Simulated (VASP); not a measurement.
# SiC (F-43m) in VASP: a series of runs

SiC is run at these levels: LDA; tasks: single point, relaxation of cell and atoms.

All numbers are computed with VASP 6.6.1; they aren't measurements. Logs are shortened: lines on timing, memory, paths and dates and some standing lists are left out, and cuts for length are marked.

**1. The cell of the first run**

Symmetry: F-43m, No. 216, cubic system. The conventional cell has a = 4.305 Å, b = 4.305 Å, c = 4.305 Å, α = 90.00°, β = 90.00°, γ = 90.00°. Within 2.5 Å of Si (site symmetry -43m) lie 4 C at 1.86 Å. C (site symmetry -43m) has 4 Si at 1.86 Å within 2.5 Å.

**2. Single point, LDA**

Contents of INCAR:

```
SYSTEM = SiC
PREC = Accurate
ENCUT = 520
EDIFF = 1E-7
ISMEAR = 0
SIGMA = 0.01
LREAL = .False.
LASPH = .True.
NELM = 80
ALGO = Normal
ISIF = 2
LWAVE = .False.
LCHARG = .False.
GGA = CA
NBANDS = 11
```

Contents of KPOINTS:

```
regular mesh
0
Gamma
  10 10 10
  0 0 0
```

Contents of POSCAR:

```
SiC
1.0
    2.1524131357      2.1524131357      0.0000000000
   -2.1524131357      2.1524131357      0.0000000000
    0.0000000000      2.1524131357      2.1524131357
Si C
1 1
Direct
    0.0000000000      0.0000000000      0.0000000000
    0.7500000000      0.2500000000      0.5000000000
```

Potentials or basis: VASP PAW LDA potentials, release 64 (Si, C).

Command:

```
cat potpaw_LDA.64/Si/POTCAR potpaw_LDA.64/C/POTCAR > POTCAR
mpirun -np 1 vasp_std > vasp.out
```

OUTCAR:

```text
SYSTEM = SiC
   PREC = Accurate
   ENCUT = 520
   EDIFF = 1E-7
   ISMEAR = 0
   LREAL = .False.
   LASPH = .True.
   NELM = 80
   ISIF = 2
   GGA = CA

 ion  position               nearest neighbor table
   1  0.000  0.000  0.000-   2 1.86   2 1.86   2 1.86   2 1.86
   2  0.750  0.250  0.500-   1 1.86   1 1.86   1 1.86   1 1.86

  LATTYP: Found a face centered cubic cell.
 ALAT       =     4.3048262714

  Lattice vectors:

 A1 = (   0.0000000000,   2.1524131357,   2.1524131357)
 A2 = (   2.1524131357,   0.0000000000,   2.1524131357)
 A3 = (   2.1524131357,   2.1524131357,   0.0000000000)

Analysis of symmetry for initial positions (statically):
=====================================================================
 Subroutine PRICEL returns:
 Original cell was already a primitive cell.

 Routine SETGRP: Setting up the symmetry group for a
 face centered cubic supercell.

 Subroutine GETGRP returns: Found 24 space group operations
 (whereof 24 operations were pure point group operations)
 out of a pool of 48 trial point group operations.

The static configuration has the point symmetry T_d .

Analysis of symmetry for dynamics (positions and initial velocities):
=====================================================================
 Subroutine PRICEL returns:
 Original cell was already a primitive cell.

 Routine SETGRP: Setting up the symmetry group for a
 face centered cubic supercell.

 Subroutine GETGRP returns: Found 24 space group operations
 (whereof 24 operations were pure point group operations)
 out of a pool of 48 trial point group operations.

The dynamic configuration has the point symmetry T_d .

 Subroutine INISYM returns: Found 24 space group operations
 (whereof 24 operations are pure point group operations),
 and found     1 'primitive' translations

----------------------------------------------------------------------------------------

                                     Primitive cell

  volume of cell :      19.9438

  direct lattice vectors                    reciprocal lattice vectors
     2.152413136  2.152413136  0.000000000     0.232297412  0.232297412 -0.232297412
    -2.152413136  2.152413136  0.000000000    -0.232297412  0.232297412 -0.232297412
     0.000000000  2.152413136  2.152413136     0.000000000  0.000000000  0.464594823

  length of vectors
     3.043971848  3.043971848  3.043971848     0.402350919  0.402350919  0.464594823

  position of ions in fractional coordinates (direct lattice)
     0.000000000  0.000000000  0.000000000
     0.750000000  0.250000000  0.500000000

  ion indices of the primitive-cell ions
[... 79 lines left out ...]
   IBRION =     -1    ionic relax: 0-MD 1-quasi-New 2-CG
   NFREE  =      0    steps in history (QN), initial steepest desc. (CG)
   ISIF   =      2    stress and relaxation
   ISYM   =      2    0-nonsym 1-usesym 2-fastsym
   POTIM  = 0.5000    time-step for ionic-motion
   TEBEG  =    0.0;   TEEND  =   0.0 temperature during run
   PSTRESS=    0.0 pullay stress
   NELECT =       8.0000    total number of electrons
   NUPDOWN=      -1.0000    fix difference up-down
   EMIN   =  10.00;   EMAX   =-10.00  energy-range for DOS
   EFERMI =   0.00;   METHOD = LEGACY
   ISMEAR =     0;   SIGMA  =   0.01  broadening in eV -4-tet -1-fermi 0-gaus
   EFERMI_NEDOS =   21; number of points for ismear=-14 and -15
   IALGO  =     38    algorithm
   IMIX   =      4    mixing-type and parameters
     AMIX     =   0.40;   BMIX     =  1.00
     AMIX_MAG =   1.60;   BMIX_MAG =  1.00
  volume/ion in A,a.u.               =       9.97        67.29
  Fermi-wavevector in a.u.,A,eV,Ry     =   1.207357  2.281575 19.833376  1.457712
  Thomas-Fermi vector in A             =   2.342998
   LORBIT       =      0    0 simple, 1 ext, 2 COOP (PROOUT), +10 PAW based schemes
   GGA     = CA    functional components
   LHFCALC =     F    Hartree Fock is set to
   AEXX    =    0.0000 exact exchange contribution
   IVDW    =     0    specifies the selected vdW correction
   LEPSILON=     F    determine dielectric tensor
   LRPA    =     F    only Hartree local field effects (RPA)
 non-spin polarized calculation
 Gauss-broadening in eV      SIGMA  =   0.01
  energy-cutoff  :      520.00
  volume of cell :       19.94
 maximum number of plane-waves:       548
   NGX = 11   NGY = 11   NGZ = 11

 number of electron       8.0000000 magnetization

 Free energy of the ion-electron system (eV)
  ---------------------------------------------------
  ext. energy  EPLUGINS =         0.00000000
  ---------------------------------------------------
  free energy    TOTEN  =       -16.63734618 eV

  energy without entropy =      -16.63734618  energy(sigma->0) =      -16.63734618

 E-fermi :   8.6064     XC(G=0): -11.7139

 val. band max:        8.4860705404   @ k =   0.0000   0.0000   0.0000
 cond. band min:       9.7585431545   @ k =   0.5000   0.5000   0.0000
 fundamental gap:      1.2724726141
 Fermi energy:         8.6063806484

 k-point     1 :       0.0000    0.0000    0.0000
  band No.  band energies     occupation
      1      -7.1203      2.00000
      2       8.4861      2.00000
      3       8.4861      2.00000
      4       8.4861      2.00000
      5      15.2137      0.00000
      6      15.9353      0.00000
      7      15.9353      0.00000
      8      15.9353      0.00000
      9      23.1611      0.00000
     10      23.1611      0.00000
     11      25.2351      0.00000
[... 309 lines left out ...]
 k-point    24 :       0.4000    0.3000    0.0000
  band No.  band energies     occupation
      1      -2.1678      2.00000
      2       1.0127      2.00000
      3       3.0993      2.00000
      4       6.1263      2.00000
      5      12.0807      0.00000
      6      17.3176      0.00000
      7      19.5229      0.00000
      8      20.1790      0.00000
      9      21.9750      0.00000
     10      24.1586      0.00000
     11      30.2751      0.00000

 [... further k-points ...]
[... 5 lines left out ...]
  --------------------------------------------------------------------------------------
  -------------------------------------------------------------------------------------
  Total        0.5475306      0.5475306      0.5475306     -0.0000000     -0.0000000      0.0000000
  in kB       43.9857570     43.9857570     43.9857570     -0.0000000     -0.0000000      0.0000000
  external PRESSURE =      43.9857570 kB  Pullay stress =       0.0000000 kB

 VOLUME and BASIS-vectors are now :
 -----------------------------------------------------------------------------
  energy-cutoff  :      520.00
  volume of cell :       19.94
      direct lattice vectors                 reciprocal lattice vectors
     2.152413136  2.152413136  0.000000000     0.232297412  0.232297412 -0.232297412
    -2.152413136  2.152413136  0.000000000    -0.232297412  0.232297412 -0.232297412
     0.000000000  2.152413136  2.152413136     0.000000000  0.000000000  0.464594823

 POSITION                                       TOTAL-FORCE (eV/Angst)
 -----------------------------------------------------------------------------------
      0.00000      0.00000      0.00000         0.000000     -0.000000      0.000000
      1.07621      3.22862      1.07621        -0.000000      0.000000     -0.000000
 -----------------------------------------------------------------------------------
    total drift:                               -0.000000      0.000000     -0.000000

  FREE ENERGIE OF THE ION-ELECTRON SYSTEM (eV)
  ---------------------------------------------------
  free  energy   TOTEN  =       -16.6373461771 eV

  energy  without entropy=      -16.6373461771  energy(sigma->0) =      -16.63734618
```

It used 5.7 s of CPU time on 1 thread of Intel Xeon 6975P-C (shared host).

Results:

- Free energy: -16.6373 eV
- Pressure: 4.4 GPa
- Band gap on the k mesh: 1.27 eV, indirect (least direct gap 4.54 eV)

Levels at points of the mesh, in eV from the valence-band top:
```tsv
k point	band 1	band 2	band 3	band 4	band 5	band 6	band 7	band 8
(0.00, 0.00, 0.00)	-15.61	0.00	0.00	0.00	6.73	7.45	7.45	7.45
(0.50, 0.00, 0.00)	-11.85	-8.76	-1.06	-1.06	5.73	7.28	7.28	10.13
(0.50, 0.50, 0.00)	-10.33	-7.93	-3.26	-3.26	1.27	4.32	14.26	14.26
```

A k mesh can miss the band edges.

**3. Relaxation of cell and atoms, LDA**

This run uses another cell than the first one, of 10.35 Å³/atom, 1.038 times its volume.

Contents of INCAR:

```
  PREC = Accurate
  ENCUT = 600
  EDIFF = 1E-6
  ISMEAR = -1
  SIGMA = 0.08
  LREAL = False
  LASPH = True
  NELM = 60
  ALGO = Normal
  ISIF = 3
  LWAVE = False
  LCHARG = False
  IBRION = 2
  NSW = 100
  EDIFFG = -0.002
```

Contents of KPOINTS:

```
Automatic mesh
0
Gamma
  14 14 14
```

Contents of POSCAR:

```
SiC
1.0
    2.1790000000      2.1790000000      0.0000000000
   -2.1790000000      2.1790000000      0.0000000000
    0.0000000000      2.1790000000      2.1790000000
Si C
1 1
Direct
    0.0000000000      0.0000000000      0.0000000000
    0.7500000000      0.2500000000      0.5000000000
```

Potentials or basis: VASP PAW LDA potentials, release 64 (Si, C).

Command:

```
cat potpaw_LDA.64/Si/POTCAR potpaw_LDA.64/C/POTCAR > POTCAR
mpirun -np 1 vasp_std > vasp.out
```

Run time: 39 s. Hardware: 1 thread of Intel Xeon 6975P-C, shared host; peak memory 0.15 GiB.

The run converged. Its results:

| Item | Value |
| --- | --- |
| Free energy | -16.6453 eV |
| Relaxed volume | 10.15 Å³/atom |
| Relaxed cell | a = 3.062 Å, b = 3.062 Å, c = 3.062 Å, α = 60.00°, β = 60.00°, γ = 90.00° |
| Space group after relaxing (to 0.05 Å) | F-43m (No. 216) |
| Energy gained by relaxing | 2.6 meV/atom |
| Ionic steps | 3 |
| Pressure after relaxing | 0.0 GPa |
| Band gap on the k mesh | 1.29 eV, indirect (least direct gap 4.52 eV) |

The path:
| step | energy change (eV) | largest force (eV/Å) | pressure (GPa) | volume (Å³) |
| --- | --- | --- | --- | --- |
| 1 | 0.0000 | 0.0000 | -4.18 | 20.69 |
| 2 | 0.0009 | 0.0000 | 4.83 | 19.89 |
| 3 | -0.0052 | 0.0000 | -0.02 | 20.30 |

Final structure:
```
Si C
1.0
     2.16527    2.16527    0.00000
    -2.16527    2.16527    0.00000
     0.00000    2.16527    2.16527
Si C
1 1
Cartesian
  0.0000 2.1653 2.1653
  1.0826 3.2479 1.0826
```

Levels at points of the mesh, in eV from the valence-band top:
```
           k point  band 1  band 2  band 3  band 4  band 5  band 6  band 7  band 8
(0.00, 0.00, 0.00)  -15.46    0.00    0.00    0.00    6.52    7.32    7.32    7.32
(0.50, 0.00, 0.00)  -11.77   -8.66   -1.06   -1.06    5.56    7.21    7.21   10.02
(0.50, 0.50, 0.00)  -10.27   -7.87   -3.23   -3.23    1.29    4.26   14.05   14.05
```
